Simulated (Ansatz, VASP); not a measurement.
**Two plane-wave programs on ZnCu**

```
Zn Cu
1.0
     2.89105    0.00000    0.00000
     0.00000    2.89105    0.00000
     0.00000    0.00000    2.89105
Zn Cu
1 1
Cartesian
  1.4455 1.4455 1.4455
  0.0000 0.0000 0.0000
```

Change from the starting cell: volume scaled by 0.97, PAW files.

Alike in both runs: task electric field gradients; functional r2SCAN; k mesh 12 × 12 × 12; occupations fermi-dirac, width 0.05 eV; no spin polarisation.

```csv
,VASP,Ansatz
version,VASP 6.6.1,Ansatz 0.2.0
potentials or method,"VASP PAW PBE potentials, release 64 (Zn, Cu)","PAW with Ansatz's default frozen-core files, scalar-relativistic"
plane-wave cutoff (eV),520,500
valence electrons in the cell,23,31
```

Ansatz gave:

* pressure (GPa): 4.3

Problem. Estimate VASP's values.

Solution. Pressure (GPa): 5.0.

VASP's potentials were made for PBE, not for r2SCAN. With one functional, cell and mesh, what is left measures potentials, basis and numerics. VASP's potentials hold 23 valence electrons a cell and Ansatz's 31, so a difference there can come from the potentials and not from the codes.
